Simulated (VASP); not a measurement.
# LiCl (R-3m) in VASP: further runs, part 3 of 3

VASP 6.6.1. Earlier steps stand in the parts before.

### Step 6. Single point, PBEsol

This run uses another cell than the first one, of the same volume but with other edges.

INCAR reads:

```
SYSTEM = LiCl
PREC = Accurate
ENCUT = 520
EDIFF = 1E-6
ISMEAR = 0
SIGMA = 0.05
LREAL = .False.
LASPH = .True.
NELM = 60
ALGO = Normal
ISIF = 2
LWAVE = .False.
LCHARG = .False.
GGA = PS
NBANDS = 12
```

KPOINTS reads:

```
Automatic mesh
0
Gamma
  8 8 8
  0 0 0
```

POSCAR reads:

```
LiCl
1.0
    0.3218042087      2.7353357742      2.7353357742
    2.7353357742      0.3218042087      2.7353357742
    2.7353357742      2.7353357742      0.3218042087
Li Cl
1 1
Direct
    0.0000000000      0.0000000000      0.0000000000
    0.5000000000      0.5000000000      0.5000000000
```

Potentials or basis: VASP PAW PBE potentials, release 64 (Li_sv, Cl).

The run is started by

```
cat potpaw_PBE.64/Li_sv/POTCAR potpaw_PBE.64/Cl/POTCAR > POTCAR
mpirun -np 1 vasp_std > vasp.out
```

OUTCAR:

```text
SYSTEM = LiCl
   PREC = Accurate
   ENCUT = 520
   EDIFF = 1E-6
   ISMEAR = 0
   LREAL = .False.
   LASPH = .True.
   NELM = 60
   ISIF = 2
   GGA = PS

 ion  position               nearest neighbor table
   1  0.000  0.000  0.000-   2 2.58   2 2.58   2 2.58   2 2.58   2 2.58   2 2.58
   2  0.500  0.500  0.500-   1 2.58   1 2.58   1 2.58   1 2.58   1 2.58   1 2.58

  LATTYP: Found a trigonal (rhomboedric) cell.
 ALAT       =     3.8817111618
 COS(alpha) =     0.6134020618

  Lattice vectors:

 A1 = (   0.3218042087,   2.7353357742,   2.7353357742)
 A2 = (   2.7353357742,   0.3218042087,   2.7353357742)
[... 541 lines left out ...]
      9      12.1177      0.00000
     10      14.8504      0.00000
     11      15.4704      0.00000
     12      16.6844      0.00000

 [... further k-points ...]
[... 5 lines left out ...]
  --------------------------------------------------------------------------------------
  -------------------------------------------------------------------------------------
  Total       -0.1997241     -0.1997241     -0.1997241     -0.7521026     -0.7521026     -0.7521026
  in kB       -9.4835500     -9.4835500     -9.4835500    -35.7122710    -35.7122710    -35.7122710
  external PRESSURE =      -9.4835500 kB  Pullay stress =       0.0000000 kB

 VOLUME and BASIS-vectors are now :
 -----------------------------------------------------------------------------
  energy-cutoff  :      520.00
  volume of cell :       33.74
      direct lattice vectors                 reciprocal lattice vectors
     0.321804209  2.735335774  2.735335774    -0.218674487  0.195656120  0.195656120
     2.735335774  0.321804209  2.735335774     0.195656120 -0.218674487  0.195656120
     2.735335774  2.735335774  0.321804209     0.195656120  0.195656120 -0.218674487

 POSITION                                       TOTAL-FORCE (eV/Angst)
 -----------------------------------------------------------------------------------
      0.00000      0.00000      0.00000         0.000000      0.000000      0.000000
      2.89624      2.89624      2.89624         0.000000      0.000000     -0.000000
 -----------------------------------------------------------------------------------
    total drift:                               -0.000000     -0.000000      0.000000

  FREE ENERGIE OF THE ION-ELECTRON SYSTEM (eV)
  ---------------------------------------------------
  free  energy   TOTEN  =        -7.5061278035 eV

  energy  without entropy=       -7.5061278035  energy(sigma->0) =       -7.50612780
```

OSZICAR:

```text
N       E                     dE             d eps       ncg     rms          rms(c)
DAV:   1     0.404959712885E+02    0.40496E+02   -0.41647E+03  1560   0.766E+02
DAV:   2    -0.498469113502E+01   -0.45481E+02   -0.43496E+02  1992   0.142E+02
DAV:   3    -0.751490791636E+01   -0.25302E+01   -0.25229E+01  2108   0.343E+01
DAV:   4    -0.757134920164E+01   -0.56441E-01   -0.56429E-01  2144   0.535E+00
DAV:   5    -0.757212546683E+01   -0.77627E-03   -0.77626E-03  2100   0.528E-01    0.241E+00
DAV:   6    -0.750782833443E+01    0.64297E-01   -0.12486E-01  1984   0.160E+00    0.161E+00
DAV:   7    -0.750435989705E+01    0.34684E-02   -0.39907E-02  2360   0.103E+00    0.773E-01
DAV:   8    -0.750610193169E+01   -0.17420E-02   -0.42512E-03  1940   0.449E-01    0.119E-01
DAV:   9    -0.750608978156E+01    0.12150E-04   -0.19423E-04  2056   0.970E-02    0.440E-02
DAV:  10    -0.750612978817E+01   -0.40007E-04   -0.61999E-05  1804   0.532E-02    0.316E-02
DAV:  11    -0.750612781980E+01    0.19684E-05   -0.82564E-06  2020   0.180E-02    0.260E-03
DAV:  12    -0.750612780347E+01    0.16326E-07   -0.23282E-07  1132   0.406E-03
   1 F= -.75061278E+01 E0= -.75061278E+01  d E =-.362311E-17
```

Run time: 32 s. Hardware: 1 thread of Intel Xeon 8259CL, shared host; peak memory 0.17 GiB.

What came out:

```yaml
Free_energy: -7.5061 eV
Band_gap_on_the_k_mesh: 5.29 eV
```

Levels at points of the mesh, in eV from the valence-band top:
```tsv
k point	band 1	band 2	band 3	band 4	band 5	band 6	band 7	band 8	band 9	band 10
(0.00, 0.00, 0.00)	-43.46	-13.90	-1.32	0.00	0.00	5.29	9.95	12.37	12.37	13.24
(0.50, 0.00, 0.00)	-43.46	-13.15	-3.36	-1.16	-0.55	5.54	8.14	9.40	12.33	14.02
(0.50, 0.50, 0.00)	-43.46	-13.00	-3.47	-2.04	-1.02	6.82	8.11	10.77	13.55	13.88
(0.50, 0.50, 0.50)	-43.46	-13.59	-3.54	-0.11	-0.11	7.03	10.25	10.25	10.72	16.10
```

Caveat: the cutoff is under 1.25 times the usual one of these potentials, so pressure, stress and relaxed cells hold a basis-set (Pulay) error; the PAW data sets were made with another functional, which shifts forces and pressure a little. A k mesh can miss the band edges.

### Step 7. Single point, PBEsol

This run uses another cell than the first one, of the same volume but with other edges.

INCAR reads:

```
ALGO = Normal
EDIFF = 1E-7
ENCUT = 520
GGA = PS
ISIF = 2
ISMEAR = 0
LASPH = T
LCHARG = T
LELF = T
LREAL = F
LVHAR = T
LWAVE = F
NBANDS = 12
NELM = 60
PREC = Accurate
SIGMA = 0.05
```

KPOINTS reads:

```
k-points
0
Gamma
  8 8 8
```

POSCAR reads:

```
LiCl
1.0
    1.0028528329      3.1518231890      3.1518231890
    3.1518231890      1.0028528329      3.1518231890
    3.1518231890      3.1518231890      1.0028528329
Li Cl
1 1
Direct
    0.0000000000      0.0000000000      0.0000000000
    0.5000000000      0.5000000000      0.5000000000
```

The run is started by

```
cat potpaw_PBE.64/Li_sv/POTCAR potpaw_PBE.64/Cl/POTCAR > POTCAR
mpirun -np 1 vasp_std > vasp.out
```

Run time: 47 s. Hardware: 1 thread of Intel Xeon 8259CL, shared host; peak memory 0.2 GiB.

The run converged. Its results:

- Free energy: -6.2205 eV
- Band gap on the k mesh: 0.81 eV

Levels at points of the mesh, in eV from the valence-band top:
```csv
k point,band 2,band 3,band 4,band 5,band 6,band 7,band 8,band 9
"(0.00, 0.00, 0.00)",-15.71,-4.57,0.00,0.00,0.81,9.27,10.21,12.85
"(0.50, 0.00, 0.00)",-14.22,-5.23,-3.07,-1.13,2.01,5.94,8.17,9.02
"(0.50, 0.50, 0.00)",-14.17,-5.31,-3.76,-1.25,4.13,5.26,7.75,10.75
"(0.50, 0.50, 0.50)",-15.64,-5.67,-0.01,-0.01,4.99,6.35,10.03,11.48
```

Caveat: the cutoff is under 1.25 times the usual one of these potentials, so pressure, stress and relaxed cells hold a basis-set (Pulay) error; the PAW data sets were made with another functional, which shifts forces and pressure a little. A k mesh can miss the band edges.

### Step 8. Overview

```csv
cell,gap on the mesh (eV)
"a = 4.986 Å, angles 33.6°, 2 atoms",none
"a = 3.326 Å, angles 75.3°, 2 atoms",4.69
"a = 4.166 Å, angles 45.7°, 2 atoms",3.59
"a = 3.457 Å, angles 67.3°, 2 atoms",5.36
"a = 3.882 Å, angles 52.2°, 2 atoms",5.29
"a = 4.569 Å, angles 38.9°, 2 atoms",0.81
```

Alike in all rows: task single point; level PBEsol; potentials or basis VASP PAW PBE potentials, release 64 (Li_sv, Cl); no spin polarisation; k mesh 8 × 8 × 8; cutoff (eV) 520; smearing gaussian 0.05 eV.

Caveats: the cutoff is under 1.25 times the usual one of these potentials, so pressure, stress and relaxed cells hold a basis-set (Pulay) error; the PAW data sets were made with another functional, which shifts forces and pressure a little.

Absolute energies hang on the potentials; compare differences alone.
